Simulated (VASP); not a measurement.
# Cd2C (P6/mmm) in VASP: further runs

Runs on Cd2C. Level: PBE. Tasks: single point, relaxation of cell and atoms.

Program: VASP 6.6.1. These are calculated values, not measurements. Logs are shortened: lines on timing, memory, paths and dates and some standing lists are left out, and cuts for length are marked.

### Step 1. The cell of the first run

It takes space group P6/mmm (No. 191, hexagonal). The conventional cell has a = 4.677 Å, b = 4.677 Å, c = 3.004 Å, α = 90.00°, β = 90.00°, γ = 120.00°. Within 3.6 Å of Cd (site symmetry -6m2) lie 5 Cd at 2.70 to 3.00 Å and 3 C at 2.70 Å. Within 3.6 Å of C (site symmetry 6/mmm) lie 6 Cd at 2.70 Å and 2 C at 3.00 Å.

### Step 2. Single point, PBE

Contents of INCAR:

```
SYSTEM = Cd2C
ALGO     = Normal         ! electronic algorithm
EDIFF    = 1E-7           ! SCF threshold, eV
ENCUT    = 520            ! plane-wave cutoff, eV
GGA      = PE             ! functional
ISIF     = 2              ! what is computed and relaxed
ISMEAR   = 0              ! smearing method
LASPH    = .TRUE.         ! aspherical terms in the spheres
LCHARG   = .FALSE.        ! write CHGCAR
LREAL    = .FALSE.        ! projectors in reciprocal space
LWAVE    = .FALSE.        ! write WAVECAR
NBANDS   = 21             ! bands
NELM     = 100            ! most SCF steps
PREC     = Accurate       ! precision mode
SIGMA    = 0.1            ! smearing width, eV
```

Contents of KPOINTS:

```
k-points
0
G
  12 12 16
  0 0 0
```

Contents of POSCAR:

```
Cd2C
1.0
    4.6774886544      0.0000000000      0.0000000000
   -2.3387443272      4.0508240006      0.0000000000
    0.0000000000      0.0000000000      3.0038502005
Cd C
2 1
Direct
    0.3333333333      0.6666666667      0.5000000000
    0.6666666667      0.3333333333      0.5000000000
    0.0000000000      0.0000000000      0.5000000000
```

Potentials or basis: VASP PAW PBE potentials, release 64 (Cd, C).

Started as:

```
$ cat potpaw_PBE.64/Cd/POTCAR potpaw_PBE.64/C/POTCAR > POTCAR
$ mpirun -np 1 vasp_std > vasp.out
```

OUTCAR:

```text
SYSTEM = Cd2C
   EDIFF = 1E-7
   ENCUT = 520
   GGA = PE
   ISIF = 2
   ISMEAR = 0
   LASPH = .TRUE.
   LREAL = .FALSE.
   NELM = 100
   PREC = Accurate

 ion  position               nearest neighbor table
   1  0.333  0.667  0.500-   2 2.70   2 2.70   3 2.70   3 2.70   3 2.70   2 2.70
   2  0.667  0.333  0.500-   1 2.70   1 2.70   3 2.70   3 2.70   3 2.70   1 2.70
   3  0.000  0.000  0.500-   1 2.70   2 2.70   1 2.70   2 2.70   2 2.70   1 2.70

  LATTYP: Found a hexagonal cell.
 ALAT       =     4.6774886544
 C/A-ratio  =     0.6421929421

  Lattice vectors:

 A1 = (   4.6774886544,   0.0000000000,   0.0000000000)
 A2 = (  -2.3387443272,   4.0508240006,   0.0000000000)
 A3 = (   0.0000000000,   0.0000000000,   3.0038502005)

Analysis of symmetry for initial positions (statically):
=====================================================================
 Subroutine PRICEL returns:
 Original cell was already a primitive cell.

 Routine SETGRP: Setting up the symmetry group for a
 hexagonal supercell.

 Subroutine GETGRP returns: Found 24 space group operations
 (whereof 24 operations were pure point group operations)
 out of a pool of 24 trial point group operations.

The static configuration has the point symmetry D_6h.

Analysis of symmetry for dynamics (positions and initial velocities):
=====================================================================
 Subroutine PRICEL returns:
 Original cell was already a primitive cell.

 Routine SETGRP: Setting up the symmetry group for a
 hexagonal supercell.

 Subroutine GETGRP returns: Found 24 space group operations
 (whereof 24 operations were pure point group operations)
 out of a pool of 24 trial point group operations.

The dynamic configuration has the point symmetry D_6h.

 Subroutine INISYM returns: Found 24 space group operations
 (whereof 24 operations are pure point group operations),
 and found     1 'primitive' translations

----------------------------------------------------------------------------------------

                                     Primitive cell

  volume of cell :      56.9160

  direct lattice vectors                    reciprocal lattice vectors
     4.677488654  0.000000000  0.000000000     0.213789936  0.123431677  0.000000000
    -2.338744327  4.050824001  0.000000000     0.000000000  0.246863354  0.000000000
     0.000000000  0.000000000  3.003850201     0.000000000  0.000000000  0.332906082

  length of vectors
     4.677488654  4.677488654  3.003850201     0.246863354  0.246863354  0.332906082

  position of ions in fractional coordinates (direct lattice)
     0.333333333  0.666666667  0.500000000
     0.666666667  0.333333333  0.500000000
     0.000000000  0.000000000  0.500000000

  ion indices of the primitive-cell ions
   primitive index   ion index
                 1           1
                 2           2
                 3           3

----------------------------------------------------------------------------------------

 KPOINTS: k-points

Automatic generation of k-mesh.
 Grid dimensions read from file:
 generate k-points for:   12   12   16

 Generating k-lattice:

  Cartesian coordinates                     Fractional coordinates (reciprocal lattice)
     0.017815828  0.010285973  0.000000000     0.083333333 -0.000000000  0.000000000
     0.000000000  0.020571946  0.000000000     0.000000000  0.083333333  0.000000000
     0.000000000  0.000000000  0.020806630     0.000000000  0.000000000  0.062500000

  Length of vectors
     0.020571946  0.020571946  0.020806630

  Shift w.r.t. Gamma in fractional coordinates (k-lattice)
     0.000000000  0.000000000  0.000000000

 Subroutine IBZKPT returns following result:
 ===========================================

 Found    171 irreducible k-points:

 Following reciprocal coordinates:
            Coordinates               Weight
  0.000000  0.000000  0.000000      1.000000
  0.083333  0.000000  0.000000      6.000000
  0.166667 -0.000000  0.000000      6.000000
  0.250000 -0.000000  0.000000      6.000000
  0.333333  0.000000  0.000000      6.000000
  0.416667  0.000000  0.000000      6.000000
[... 16 lines left out ...]
  0.250000 -0.000000  0.062500     12.000000
  0.333333  0.000000  0.062500     12.000000
 [... further k-points ...]
   k-points           NKPTS =    171   k-points in BZ     NKDIM =    171   number of bands    NBANDS=     21
   number of dos      NEDOS =    301   number of ions     NIONS =      3
   total plane-waves  NPLWV =  31104
   dimension x,y,z NGX =    36 NGY =   36 NGZ =   24
   dimension x,y,z NGXF=    72 NGYF=   72 NGZF=   48
   ions per type =               2   1
   NGX,Y,Z   is equivalent  to a cutoff of  12.80, 12.80, 13.28 a.u.
   NGXF,Y,Z  is equivalent  to a cutoff of  25.59, 25.59, 26.57 a.u.
 SYSTEM =  Cd2C
   PREC   = accura    normal or accurate (medium, high low for compatibility)
   ISTART =      0    job   : 0-new  1-cont  2-samecut
   ICHARG =      2    charge: 1-file 2-atom 10-const
   ISPIN  =      1    spin polarized calculation?
   LNONCOLLINEAR =      F non collinear calculations
   LSORBIT =      F    spin-orbit coupling
   LASPH  =      T    aspherical Exc in radial PAW
   ENCUT  =  520.0 eV  38.22 Ry    6.18 a.u.   8.70  8.70  5.59*2*pi/ulx,y,z
   NELM   =    100;   NELMIN=  2; NELMDL= -5     # of ELM steps
   EDIFF  = 0.1E-06   stopping-criterion for ELM
   LREAL  =      F    real-space projection
   EDIFFG = 0.1E-05   stopping-criterion for IOM
   NSW    =      0    number of steps for IOM
   IBRION =     -1    ionic relax: 0-MD 1-quasi-New 2-CG
   NFREE  =      0    steps in history (QN), initial steepest desc. (CG)
   ISIF   =      2    stress and relaxation
   ISYM   =      2    0-nonsym 1-usesym 2-fastsym
   POTIM  = 0.5000    time-step for ionic-motion
   TEBEG  =    0.0;   TEEND  =   0.0 temperature during run
   PSTRESS=    0.0 pullay stress
   NELECT =      28.0000    total number of electrons
   NUPDOWN=      -1.0000    fix difference up-down
   EMIN   =  10.00;   EMAX   =-10.00  energy-range for DOS
   EFERMI =   0.00;   METHOD = LEGACY
   ISMEAR =     0;   SIGMA  =   0.10  broadening in eV -4-tet -1-fermi 0-gaus
   EFERMI_NEDOS =   21; number of points for ismear=-14 and -15
   IALGO  =     38    algorithm
   IMIX   =      4    mixing-type and parameters
     AMIX     =   0.40;   BMIX     =  1.00
     AMIX_MAG =   1.60;   BMIX_MAG =  1.00
  volume/ion in A,a.u.               =      18.97       128.03
  Fermi-wavevector in a.u.,A,eV,Ry     =   1.292358  2.442202 22.724291  1.670188
  Thomas-Fermi vector in A             =   2.424071
   LORBIT       =      0    0 simple, 1 ext, 2 COOP (PROOUT), +10 PAW based schemes
   GGA     = PE    functional components
   LHFCALC =     F    Hartree Fock is set to
   AEXX    =    0.0000 exact exchange contribution
   IVDW    =     0    specifies the selected vdW correction
   LEPSILON=     F    determine dielectric tensor
   LRPA    =     F    only Hartree local field effects (RPA)
 non-spin polarized calculation
 Gauss-broadening in eV      SIGMA  =   0.10
  energy-cutoff  :      520.00
  volume of cell :       56.92
 maximum number of plane-waves:      1547
 NGX is ok and might be reduce to    36
   NGX = 17   NGY = 17   NGZ = 11

 number of electron      28.0000003 magnetization

 Free energy of the ion-electron system (eV)
  ---------------------------------------------------
  ext. energy  EPLUGINS =         0.00000000
  ---------------------------------------------------
  free energy    TOTEN  =        -5.54236824 eV

  energy without entropy =       -5.53501081  energy(sigma->0) =       -5.53868953

 E-fermi :   2.3496     XC(G=0): -10.5981

 val. band max:        2.3475900446   @ k =   0.3333   0.1667   0.1875
 cond. band min:       2.3496849037   @ k =   0.0000   0.0000   0.4375
 fundamental gap:      0.0020948591
 Fermi energy:         2.3495942552

 k-point     1 :       0.0000    0.0000    0.0000
  band No.  band energies     occupation
      1      -8.6280      2.00000
      2      -7.2898      2.00000
      3      -6.8632      2.00000
      4      -6.8548      2.00000
      5      -6.8548      2.00000
      6      -6.6761      2.00000
[... 13 lines left out ...]
     20      12.5922      0.00000
     21      13.0564      0.00000

 k-point     2 :       0.0833    0.0000    0.0000
  band No.  band energies     occupation
      1      -8.5815      2.00000
      2      -7.3047      2.00000
      3      -6.9612      2.00000
      4      -6.9449      2.00000
      5      -6.8456      2.00000
      6      -6.5885      2.00000
[... 13 lines left out ...]
     20      12.5671      0.00000
     21      13.0622      0.00000

 k-point     3 :       0.1667   -0.0000    0.0000
  band No.  band energies     occupation
      1      -8.4538      2.00000
      2      -7.3717      2.00000
      3      -7.0660      2.00000
      4      -7.0422      2.00000
      5      -6.8507      2.00000
      6      -6.5395      2.00000
[... 13 lines left out ...]
     20      12.4830      0.00000
     21      13.0919      0.00000

 k-point     4 :       0.2500   -0.0000    0.0000
  band No.  band energies     occupation
      1      -8.2870      2.00000
      2      -7.4690      2.00000
      3      -7.1663      2.00000
      4      -7.0638      2.00000
      5      -6.8228      2.00000
      6      -6.5541      2.00000
[... 13 lines left out ...]
     20      12.3214      0.00000
     21      13.1715      0.00000

 k-point     5 :       0.3333    0.0000    0.0000
  band No.  band energies     occupation
      1      -8.1623      2.00000
      2      -7.4990      2.00000
      3      -7.2396      2.00000
      4      -7.0961      2.00000
      5      -6.7098      2.00000
      6      -6.5680      2.00000
[... 13 lines left out ...]
     20      12.0804      0.00000
     21      13.3132      0.00000
[... 382 lines left out ...]
     20      12.3778      0.00000
     21      12.5511      0.00000

 k-point    22 :       0.1667   -0.0000    0.0625
  band No.  band energies     occupation
      1      -8.4276      2.00000
      2      -7.3379      2.00000
      3      -7.0629      2.00000
      4      -7.0178      2.00000
      5      -6.8130      2.00000
      6      -6.5679      2.00000
[... 13 lines left out ...]
     20      12.1201      0.00000
     21      12.4757      0.00000

 k-point    23 :       0.2500   -0.0000    0.0625
  band No.  band energies     occupation
      1      -8.2617      2.00000
      2      -7.4472      2.00000
      3      -7.1629      2.00000
      4      -7.0317      2.00000
      5      -6.7859      2.00000
      6      -6.5821      2.00000
[... 13 lines left out ...]
     20      12.2174      0.00000
     21      12.3318      0.00000

 k-point    24 :       0.3333    0.0000    0.0625
  band No.  band energies     occupation
      1      -8.1388      2.00000
      2      -7.4791      2.00000
      3      -7.2361      2.00000
      4      -7.0635      2.00000
      5      -6.6832      2.00000
      6      -6.5962      2.00000
[... 13 lines left out ...]
     20      12.1169      0.00000
     21      12.3975      0.00000

 [... further k-points ...]
[... 5 lines left out ...]
  --------------------------------------------------------------------------------------
  -------------------------------------------------------------------------------------
  Total        0.2430728      0.2430728      0.0691909      0.0000000     -0.0000000      0.0000000
  in kB        6.8424639      6.8424639      1.9477130      0.0000000     -0.0000000      0.0000000
  external PRESSURE =       5.2108802 kB  Pullay stress =       0.0000000 kB

 VOLUME and BASIS-vectors are now :
 -----------------------------------------------------------------------------
  energy-cutoff  :      520.00
  volume of cell :       56.92
      direct lattice vectors                 reciprocal lattice vectors
     4.677488654  0.000000000  0.000000000     0.213789936  0.123431677  0.000000000
    -2.338744327  4.050824001  0.000000000     0.000000000  0.246863354  0.000000000
     0.000000000  0.000000000  3.003850201     0.000000000  0.000000000  0.332906082

 POSITION                                       TOTAL-FORCE (eV/Angst)
 -----------------------------------------------------------------------------------
     -0.00000      2.70055      1.50193        -0.000000      0.000000     -0.000000
      2.33874      1.35027      1.50193         0.000000     -0.000000      0.000000
      0.00000      0.00000      1.50193         0.000000      0.000000      0.000000
 -----------------------------------------------------------------------------------
    total drift:                                0.000000      0.000000     -0.000000

  FREE ENERGIE OF THE ION-ELECTRON SYSTEM (eV)
  ---------------------------------------------------
  free  energy   TOTEN  =        -5.5423682387 eV

  energy  without entropy=       -5.5350108116  energy(sigma->0) =       -5.53868953
```

Wall time 6.7 min (1 thread of Oxide Virtual Turin-like, shared host); peak memory 0.27 GiB.

What came out:

```yaml
Free_energy: -5.5424 eV
Pressure: 0.5 GPa
Band_gap_on_the_k_mesh: zero (band 14 reaches 4.21 eV, above the bottom of band 15 at 1.96 eV)
```

Levels at points of the mesh, in eV from the Fermi level:
| k point | band 11 | band 12 | band 13 | band 14 | band 15 | band 16 | band 17 | band 18 |
| --- | --- | --- | --- | --- | --- | --- | --- | --- |
| (0.00, 0.00, 0.00) | -8.34 | -4.21 | -0.85 | -0.85 | 1.63 | 1.63 | 1.79 | 2.56 |
| (0.50, 0.00, 0.00) | -8.21 | -6.19 | -2.87 | -2.18 | 2.00 | 2.36 | 4.86 | 6.16 |
| (0.00, 0.00, 0.50) | -7.55 | -3.58 | -0.52 | 0.04 | 0.04 | 1.25 | 4.78 | 4.78 |
| (0.50, 0.00, 0.50) | -7.42 | -2.97 | -1.73 | -1.36 | -0.39 | 1.64 | 2.17 | 4.22 |

### Step 3. Relaxation of cell and atoms, PBE

Contents of INCAR:

```
SYSTEM = Cd2C
PREC = Accurate
ENCUT = 600
EDIFF = 1E-6
ISMEAR = 0
SIGMA = 0.1
LREAL = .FALSE.
LASPH = .TRUE.
NELM = 60
ALGO = Normal
ISIF = 3
LWAVE = .FALSE.
LCHARG = .FALSE.
GGA = PE
IBRION = 2
NSW = 100
EDIFFG = -0.01
```

Contents of KPOINTS:

```
regular mesh
0
G
  12 12 16
  0 0 0
```

Contents of POSCAR:

```
Cd2C
1.0
    4.6781888262      0.0000000000      0.0000000000
   -2.3390944131      4.0514303672      0.0000000000
    0.0000000000      0.0000000000      2.9973329137
Cd C
2 1
Direct
    0.3333333333      0.6666666667      0.5000000000
    0.6666666667      0.3333333333      0.5000000000
    0.0000000000      0.0000000000      0.5000000000
```

Potentials or basis: VASP PAW PBE potentials, release 64 (Cd, C).

Started as:

```
$ cat potpaw_PBE.64/Cd/POTCAR potpaw_PBE.64/C/POTCAR > POTCAR
$ mpirun -np 1 vasp_std > vasp.out
```

Run time: 11 min. Hardware: 1 thread of Oxide Virtual Turin-like, shared host; peak memory 0.32 GiB.

It converged, with:

```yaml
Free_energy: -5.5423 eV
Relaxed_volume: 19.06 Å³/atom
Relaxed_cell: a = 4.691 Å, b = 4.691 Å, c = 3.001 Å, α = 90.00°, β = 90.00°, γ = 120.00°
Space_group_after_relaxing_to_0.05_Å: P6/mmm (No. 191)
Energy_gained_by_relaxing: 0.2 meV/atom
Ionic_steps: 3
Pressure_after_relaxing: 0.0 GPa
Band_gap_on_the_k_mesh: zero (band 14 reaches 4.15 eV, above the bottom of band 15 at 1.94 eV)
```

Step by step:
```
step  energy change (eV)  largest force (eV/Å)  pressure (GPa)  volume (Å³)
   1              0.0000                0.0000            0.47        56.81
   2             -0.0006                0.0000           -0.08        57.27
   3             -0.0006                0.0000           -0.02        57.19
```

Final structure:
```yaml
crystal:
  lattice:
    - [4.69107, 0.00000, 0.00000]
    - [-2.34554, 4.06259, 0.00000]
    - [0.00000, 0.00000, 3.00076]
  atoms:
    - { symbol: Cd, position: [0.33333, 0.66667, 0.50000] }
    - { symbol: Cd, position: [0.66667, 0.33333, 0.50000] }
    - { symbol: C, position: [0.00000, 0.00000, 0.50000] }
```

Levels at points of the mesh, in eV from the Fermi level:
```
           k point  band 12  band 13  band 14  band 15  band 16  band 17
(0.00, 0.00, 0.00)    -4.23    -0.85    -0.85     1.61     1.61     1.82
(0.50, 0.00, 0.00)    -6.18    -2.85    -2.20     2.02     2.33     4.82
(0.00, 0.00, 0.50)    -3.55    -0.52     0.04     0.04     1.24     4.77
(0.50, 0.00, 0.50)    -2.93    -1.73    -1.34    -0.37     1.63     2.16
```
